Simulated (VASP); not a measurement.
Write the native input for VASP 6.6.1 that does the following.

```
Task                   : single point
Functional             : PBEsol
Potentials or basis    : VASP PAW PBE potentials, release 64 (Ba_sv)
Cutoff                 : 520 eV
k mesh                 : 4 × 4 × 4
Occupations            : fermi-dirac, width 0.05 eV
Spin                   : no spin polarisation
Dipole correction      : no
Further INCAR settings : ALGO = Normal; EDIFF = 1e-07; NBANDS = 28
```

The structure of Ba lies in POSCAR:

```
Ba
1.0
    6.1336469620      0.0000000000      0.0000000000
    0.0000000000      6.1336469620      0.0000000000
    0.0000000000      0.0000000000      6.1336469620
Ba
4
Direct
    0.0000000000      0.0000000000      0.0000000000
    0.0000000000      0.5000000000      0.5000000000
    0.5000000000      0.0000000000      0.5000000000
    0.5000000000      0.5000000000      0.0000000000
```

This isn't the form of Ba at room conditions, which is bcc.

One way to write it, as run:

INCAR

```
SYSTEM = Ba
  ALGO = Normal
  EDIFF = 1E-7
  ENCUT = 520
  GGA = PS
  ISIF = 2
  ISMEAR = -1
  LASPH = .TRUE.
  LCHARG = .FALSE.
  LREAL = .FALSE.
  LWAVE = .FALSE.
  NBANDS = 28
  NELM = 60
  PREC = Accurate
  SIGMA = 0.05
```

KPOINTS

```
k-points
0
G
  4 4 4
  0 0 0
```

Potentials or basis: VASP PAW PBE potentials, release 64 (Ba_sv).

The run is started by

```console
$ cat potpaw_PBE.64/Ba_sv/POTCAR > POTCAR
$ mpirun -np 1 vasp_std > vasp.out
```

Results of the run:

```
Pressure               : 0.1 GPa
Band gap on the k mesh : zero (bands 20 and 21 overlap by 0.41 eV)
```

Caveat: the PAW data sets were made with another functional, which shifts forces and pressure a little; spin-orbit coupling is left out, which moves the levels of the heavy elements.

It took 42 s on 1 thread of Oxide Virtual Turin-like Processor, with other jobs on the host, peak memory 0.29 GiB.
